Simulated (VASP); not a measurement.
# SnSe (wurtzite type) (P6_3mc) in VASP: further runs

Runs on SnSe (wurtzite type). Level: PBE. Tasks: single point.

All numbers are computed with VASP 6.6.1; they aren't measurements. Logs are shortened: lines on timing, memory, paths and dates and some standing lists are left out, and cuts for length are marked.

## Step 1: The cell of the first run

Symmetry: P6_3mc, No. 186, hexagonal system. The conventional cell has a = 2.849 Å, b = 2.849 Å, c = 10.008 Å, α = 90.00°, β = 90.00°, γ = 120.00°. Sn (site symmetry 3m) has 4 Se at 2.57 to 2.94 Å and 6 Sn at 2.85 Å within 3.4 Å. Se (site symmetry 3m) has 4 Sn at 2.57 to 2.94 Å and 6 Se at 2.85 Å within 3.4 Å.

## Step 2: Single point, PBE

Contents of INCAR:

```
SYSTEM = SnSe
ALGO     = Normal         ! electronic algorithm
EDIFF    = 1E-6           ! SCF threshold, eV
ENCUT    = 520            ! plane-wave cutoff, eV
GGA      = PE             ! functional
ISIF     = 2              ! what is computed and relaxed
ISMEAR   = -1             ! smearing method
LASPH    = .TRUE.         ! aspherical terms in the spheres
LCHARG   = .TRUE.         ! write CHGCAR
LELF     = .TRUE.         ! ELF
LREAL    = .FALSE.        ! projectors in reciprocal space
LVHAR    = .TRUE.       
LWAVE    = .FALSE.        ! write WAVECAR
NBANDS   = 28             ! bands
NELM     = 100            ! most SCF steps
PREC     = Accurate       ! precision mode
SIGMA    = 0.1            ! smearing width, eV
```

Contents of KPOINTS:

```
k-points
0
G
  10 10 5
  0 0 0
```

Contents of POSCAR:

```
SnSe
1.0
    2.8494065493      0.0000000000      0.0000000000
   -1.4247032747      2.4676584574      0.0000000000
    0.0000000000      0.0000000000     10.0077029851
Sn Se
2 2
Direct
    0.3333333333      0.6666666667      0.0598083070
    0.6666666667      0.3333333333      0.5598083070
    0.3333333333      0.6666666667      0.3161916930
    0.6666666667      0.3333333333      0.8161916930
```

Potentials or basis: VASP PAW PBE potentials, release 64 (Sn_d, Se).

The run is started by

```bash
cat potpaw_PBE.64/Sn_d/POTCAR potpaw_PBE.64/Se/POTCAR > POTCAR
mpirun -np 1 vasp_std > vasp.out
```

OUTCAR:

```text
SYSTEM = SnSe
   EDIFF = 1E-6
   ENCUT = 520
   GGA = PE
   ISIF = 2
   ISMEAR = -1
   LASPH = .TRUE.
   LREAL = .FALSE.
   NELM = 100
   PREC = Accurate

 ion  position               nearest neighbor table
   1  0.333  0.667  0.060-   3 2.57   4 2.94   4 2.94   4 2.94
   2  0.667  0.333  0.560-   4 2.57   3 2.94   3 2.94   3 2.94
   3  0.333  0.667  0.316-   1 2.57   2 2.94   2 2.94   2 2.94
   4  0.667  0.333  0.816-   2 2.57   1 2.94   1 2.94   1 2.94

  LATTYP: Found a hexagonal cell.
 ALAT       =     2.8494065493
 C/A-ratio  =     3.5122060724

  Lattice vectors:

 A1 = (   2.8494065493,   0.0000000000,   0.0000000000)
 A2 = (  -1.4247032747,   2.4676584574,   0.0000000000)
 A3 = (   0.0000000000,   0.0000000000,  10.0077029851)

Analysis of symmetry for initial positions (statically):
=====================================================================
 Subroutine PRICEL returns:
 Original cell was already a primitive cell.

 Routine SETGRP: Setting up the symmetry group for a
 hexagonal supercell.

 Subroutine GETGRP returns: Found 12 space group operations
 (whereof  6 operations were pure point group operations)
 out of a pool of 24 trial point group operations.

The static configuration has the point symmetry C_3v.
 The point group associated with its full space group is C_6v.

Analysis of symmetry for dynamics (positions and initial velocities):
=====================================================================
 Subroutine PRICEL returns:
 Original cell was already a primitive cell.

 Routine SETGRP: Setting up the symmetry group for a
 hexagonal supercell.

 Subroutine GETGRP returns: Found 12 space group operations
 (whereof  6 operations were pure point group operations)
 out of a pool of 24 trial point group operations.

The dynamic configuration has the point symmetry C_3v.
 The point group associated with its full space group is C_6v.

 Subroutine INISYM returns: Found 12 space group operations
 (whereof  6 operations are pure point group operations),
 and found     1 'primitive' translations

----------------------------------------------------------------------------------------

                                     Primitive cell

  volume of cell :      70.3678

  direct lattice vectors                    reciprocal lattice vectors
     2.849406549  0.000000000  0.000000000     0.350950271  0.202621233  0.000000000
    -1.424703275  2.467658457  0.000000000     0.000000000  0.405242467  0.000000000
     0.000000000  0.000000000 10.007702985     0.000000000  0.000000000  0.099923029

  length of vectors
     2.849406549  2.849406549 10.007702985     0.405242467  0.405242467  0.099923029

  position of ions in fractional coordinates (direct lattice)
     0.333333333  0.666666667  0.059808307
     0.666666667  0.333333333  0.559808307
     0.333333333  0.666666667  0.316191693
     0.666666667  0.333333333  0.816191693

  ion indices of the primitive-cell ions
   primitive index   ion index
                 1           1
                 2           2
                 3           3
                 4           4

----------------------------------------------------------------------------------------

 KPOINTS: k-points

Automatic generation of k-mesh.
 Grid dimensions read from file:
 generate k-points for:   10   10    5

 Generating k-lattice:

  Cartesian coordinates                     Fractional coordinates (reciprocal lattice)
     0.035095027  0.020262123  0.000000000     0.100000000  0.000000000  0.000000000
     0.000000000  0.040524247  0.000000000     0.000000000  0.100000000  0.000000000
     0.000000000  0.000000000  0.019984606     0.000000000  0.000000000  0.200000000

  Length of vectors
     0.040524247  0.040524247  0.019984606

  Shift w.r.t. Gamma in fractional coordinates (k-lattice)
     0.000000000  0.000000000  0.000000000

 Subroutine IBZKPT returns following result:
 ===========================================

 Found     42 irreducible k-points:

 Following reciprocal coordinates:
            Coordinates               Weight
  0.000000  0.000000  0.000000      1.000000
  0.100000  0.000000  0.000000      6.000000
  0.200000  0.000000  0.000000      6.000000
  0.300000  0.000000  0.000000      6.000000
  0.400000  0.000000  0.000000      6.000000
  0.500000  0.000000  0.000000      3.000000
[... 16 lines left out ...]
  0.300000  0.100000  0.200000     24.000000
  0.400000  0.100000  0.200000     24.000000
 [... further k-points ...]
   k-points           NKPTS =     42   k-points in BZ     NKDIM =     42   number of bands    NBANDS=     28
   number of dos      NEDOS =    301   number of ions     NIONS =      4
   total plane-waves  NPLWV =  46080
   dimension x,y,z NGX =    24 NGY =   24 NGZ =   80
   dimension x,y,z NGXF=    48 NGYF=   48 NGZF=  160
   ions per type =               2   2
   NGX,Y,Z   is equivalent  to a cutoff of  14.00, 14.00, 13.29 a.u.
   NGXF,Y,Z  is equivalent  to a cutoff of  28.01, 28.01, 26.58 a.u.
 SYSTEM =  SnSe
   PREC   = accura    normal or accurate (medium, high low for compatibility)
   ISTART =      0    job   : 0-new  1-cont  2-samecut
   ICHARG =      2    charge: 1-file 2-atom 10-const
   ISPIN  =      1    spin polarized calculation?
   LNONCOLLINEAR =      F non collinear calculations
   LSORBIT =      F    spin-orbit coupling
   LASPH  =      T    aspherical Exc in radial PAW
   ENCUT  =  520.0 eV  38.22 Ry    6.18 a.u.   5.30  5.30 18.61*2*pi/ulx,y,z
   NELM   =    100;   NELMIN=  2; NELMDL= -5     # of ELM steps
   EDIFF  = 0.1E-05   stopping-criterion for ELM
   LREAL  =      F    real-space projection
   EDIFFG = 0.1E-04   stopping-criterion for IOM
   NSW    =      0    number of steps for IOM
   IBRION =     -1    ionic relax: 0-MD 1-quasi-New 2-CG
   NFREE  =      0    steps in history (QN), initial steepest desc. (CG)
   ISIF   =      2    stress and relaxation
   ISYM   =      2    0-nonsym 1-usesym 2-fastsym
   POTIM  = 0.5000    time-step for ionic-motion
   TEBEG  =    0.0;   TEEND  =   0.0 temperature during run
   PSTRESS=    0.0 pullay stress
   NELECT =      40.0000    total number of electrons
   NUPDOWN=      -1.0000    fix difference up-down
   EMIN   =  10.00;   EMAX   =-10.00  energy-range for DOS
   EFERMI =   0.00;   METHOD = LEGACY
   ISMEAR =    -1;   SIGMA  =   0.10  broadening in eV -4-tet -1-fermi 0-gaus
   EFERMI_NEDOS =   21; number of points for ismear=-14 and -15
   IALGO  =     38    algorithm
   IMIX   =      4    mixing-type and parameters
     AMIX     =   0.40;   BMIX     =  1.00
     AMIX_MAG =   1.60;   BMIX_MAG =  1.00
  volume/ion in A,a.u.               =      17.59       118.72
  Fermi-wavevector in a.u.,A,eV,Ry     =   1.356137  2.562727 25.022574  1.839107
  Thomas-Fermi vector in A             =   2.483165
   LORBIT       =      0    0 simple, 1 ext, 2 COOP (PROOUT), +10 PAW based schemes
   GGA     = PE    functional components
   LHFCALC =     F    Hartree Fock is set to
   AEXX    =    0.0000 exact exchange contribution
   IVDW    =     0    specifies the selected vdW correction
   LEPSILON=     F    determine dielectric tensor
   LRPA    =     F    only Hartree local field effects (RPA)
 non-spin polarized calculation
  energy-cutoff  :      520.00
  volume of cell :       70.37
 maximum number of plane-waves:      1911
 NGX is ok and might be reduce to    24
   NGX = 11   NGY = 11   NGZ = 37

 number of electron      40.0000005 magnetization

 Free energy of the ion-electron system (eV)
  ---------------------------------------------------
  ext. energy  EPLUGINS =         0.00000000
  ---------------------------------------------------
  free energy    TOTEN  =       -11.11322158 eV

  energy without entropy =      -11.05257540  energy(sigma->0) =      -11.08289849

 E-fermi :  11.0990     XC(G=0): -11.8778

 val. band max:       11.0785029867   @ k =   0.3000   0.2000   0.0000
 cond. band min:      11.1178230519   @ k =   0.3000   0.2000   0.2000
 fundamental gap:      0.0393200651
 Fermi energy:        11.0990336007

 k-point     1 :       0.0000    0.0000    0.0000
  band No.  band energies     occupation
      1     -11.1574      2.00000
      2     -11.1312      2.00000
      3     -10.9640      2.00000
      4     -10.9640      2.00000
      5     -10.9639      2.00000
      6     -10.9639      2.00000
[... 20 lines left out ...]
     27      22.5140      0.00000
     28      22.5247      0.00000

 k-point     2 :       0.1000    0.0000    0.0000
  band No.  band energies     occupation
      1     -11.1224      2.00000
      2     -11.0981      2.00000
      3     -10.9746      2.00000
      4     -10.9733      2.00000
      5     -10.9096      2.00000
      6     -10.9096      2.00000
[... 20 lines left out ...]
     27      21.4374      0.00000
     28      22.3137      0.00000

 k-point     3 :       0.2000    0.0000    0.0000
  band No.  band energies     occupation
      1     -11.1065      2.00000
      2     -11.0983      2.00000
      3     -10.9292      2.00000
      4     -10.9140      2.00000
      5     -10.7650      2.00000
      6     -10.7650      2.00000
[... 20 lines left out ...]
     27      19.7991      0.00000
     28      20.1782      0.00000

 k-point     4 :       0.3000    0.0000    0.0000
  band No.  band energies     occupation
      1     -11.1707      2.00000
      2     -11.1684      2.00000
      3     -10.8488      2.00000
      4     -10.8433      2.00000
      5     -10.7934      2.00000
      6     -10.7765      2.00000
[... 20 lines left out ...]
     27      18.1417      0.00000
     28      18.5656      0.00000

 k-point     5 :       0.4000    0.0000    0.0000
  band No.  band energies     occupation
      1     -11.2331      2.00000
      2     -11.2322      2.00000
      3     -10.9351      2.00000
      4     -10.9309      2.00000
      5     -10.6771      2.00000
      6     -10.6727      2.00000
[... 20 lines left out ...]
     27      17.4029      0.00000
     28      17.6534      0.00000

 k-point     6 :       0.5000    0.0000    0.0000
  band No.  band energies     occupation
      1     -11.2577      2.00000
      2     -11.2570      2.00000
      3     -10.9671      2.00000
      4     -10.9639      2.00000
      5     -10.6802      2.00000
      6     -10.6786      2.00000
[... 463 lines left out ...]
      5     -10.8004      2.00000
      6     -10.7979      2.00000
[... 20 lines left out ...]
     27      21.1596      0.00000
     28      21.5626      0.00000

 k-point    22 :       0.2000    0.1000    0.2000
  band No.  band energies     occupation
      1     -11.0802      2.00000
      2     -11.0772      2.00000
      3     -10.9157      2.00000
      4     -10.9055      2.00000
      5     -10.8005      2.00000
      6     -10.7965      2.00000
[... 20 lines left out ...]
     27      19.1521      0.00000
     28      20.3937      0.00000

 k-point    23 :       0.3000    0.1000    0.2000
  band No.  band energies     occupation
      1     -11.1463      2.00000
      2     -11.1452      2.00000
      3     -10.8932      2.00000
      4     -10.8892      2.00000
      5     -10.7620      2.00000
      6     -10.7526      2.00000
[... 20 lines left out ...]
     27      17.6957      0.00000
     28      19.4444      0.00000

 k-point    24 :       0.4000    0.1000    0.2000
  band No.  band energies     occupation
      1     -11.1888      2.00000
      2     -11.1881      2.00000
      3     -10.9476      2.00000
      4     -10.9448      2.00000
      5     -10.7001      2.00000
      6     -10.6989      2.00000
[... 20 lines left out ...]
     27      17.1106      0.00000
     28      18.9819      0.00000

 [... further k-points ...]
[... 5 lines left out ...]
  --------------------------------------------------------------------------------------
  -------------------------------------------------------------------------------------
  Total       19.3471073     19.3471073     19.4164318     -0.0000000      0.0000000      0.0000000
  in kB      440.5069310    440.5069310    442.0853552     -0.0000000      0.0000000      0.0000000
  external PRESSURE =     441.0330724 kB  Pullay stress =       0.0000000 kB

 VOLUME and BASIS-vectors are now :
 -----------------------------------------------------------------------------
  energy-cutoff  :      520.00
  volume of cell :       70.37
      direct lattice vectors                 reciprocal lattice vectors
     2.849406549  0.000000000  0.000000000     0.350950271  0.202621233  0.000000000
    -1.424703275  2.467658457  0.000000000     0.000000000  0.405242467  0.000000000
     0.000000000  0.000000000 10.007702985     0.000000000  0.000000000  0.099923029

 POSITION                                       TOTAL-FORCE (eV/Angst)
 -----------------------------------------------------------------------------------
     -0.00000      1.64511      0.59854        -0.000000      0.000000     -0.006929
      1.42470      0.82255      5.60240         0.000000     -0.000000     -0.006929
     -0.00000      1.64511      3.16435        -0.000000      0.000000      0.006929
      1.42470      0.82255      8.16820        -0.000000     -0.000000      0.006929
 -----------------------------------------------------------------------------------
    total drift:                               -0.000000      0.000000      0.001293

  FREE ENERGIE OF THE ION-ELECTRON SYSTEM (eV)
  ---------------------------------------------------
  free  energy   TOTEN  =       -11.1132215818 eV

  energy  without entropy=      -11.0525754022  energy(sigma->0) =      -11.08289849
```

Wall time 30 s (1 thread of Intel Xeon 6975P-C (Granite Rapids), shared host); peak memory 0.23 GiB.

What came out:

- Free energy: -11.1132 eV
- Pressure: 44.1 GPa
- Largest force: 0.007 eV/Å
- Band gap on the k mesh: zero (band 20 reaches 14.36 eV, above the bottom of band 21 at 8.63 eV)

Forces on the atoms (eV/Å):
```
Sn   0.000  0.000 -0.007
Sn   0.000  0.000 -0.007
Se   0.000  0.000  0.007
Se   0.000  0.000  0.007
```

Caveat: spin-orbit coupling is left out, which moves the levels of the heavy elements.

## Step 3: Single point, PBE

Contents of INCAR:

```
  PREC = Accurate
  ENCUT = 520
  EDIFF = 1E-7
  ISMEAR = -1
  SIGMA = 0.1
  LREAL = F
  LASPH = T
  NELM = 60
  ALGO = Normal
  ISIF = 2
  LWAVE = F
  LCHARG = T
  GGA = PE
  LELF = T
  LVHAR = T
  NBANDS = 28
```

Contents of KPOINTS:

```
Automatic mesh
0
Gamma
  10 10 5
```

Edit POSCAR of step 2 so:

```diff
@@ -3,3 +3,3 @@
     2.8494065493      0.0000000000      0.0000000000
-   -1.4247032747      2.4676584574      0.0000000000
+   -1.4247032746      2.4676584574      0.0000000000
     0.0000000000      0.0000000000     10.0077029851
```

Potentials or basis: VASP PAW PBE potentials, release 64 (Sn_d, Se).

The run is started by

```bash
cat potpaw_PBE.64/Sn_d/POTCAR potpaw_PBE.64/Se/POTCAR > POTCAR
mpirun -np 1 vasp_std > vasp.out
```

It took 33 s on 1 thread of Intel Xeon 6975P-C (Granite Rapids), shared host; peak memory 0.24 GiB.

The run converged. Its results:

| Quantity | Value |
| --- | --- |
| Free energy | -11.1132 eV |
| Pressure | 44.1 GPa |
| Largest force | 0.007 eV/Å |
| Band gap on the k mesh | zero (band 20 reaches 14.36 eV, above the bottom of band 21 at 8.63 eV) |

Forces on the atoms (eV/Å):
```
Sn   0.000  0.000 -0.007
Sn   0.000  0.000 -0.007
Se   0.000  0.000  0.007
Se   0.000  0.000  0.007
```

Stress tensor (GPa, compression positive):
```
44.06  0.00  0.00
 0.00 44.06  0.00
 0.00  0.00 44.22
```

Levels at points of the mesh, in eV from the Fermi level:
```csv
k point,band 17,band 18,band 19,band 20,band 21,band 22,band 23,band 24
"(0.00, 0.00, 0.00)",-1.18,3.15,3.15,3.26,3.26,5.98,9.74,10.13
"(0.50, 0.00, 0.00)",-4.10,-3.90,-3.25,-0.86,0.05,0.37,3.44,4.98
```

Caveat: spin-orbit coupling is left out, which moves the levels of the heavy elements.
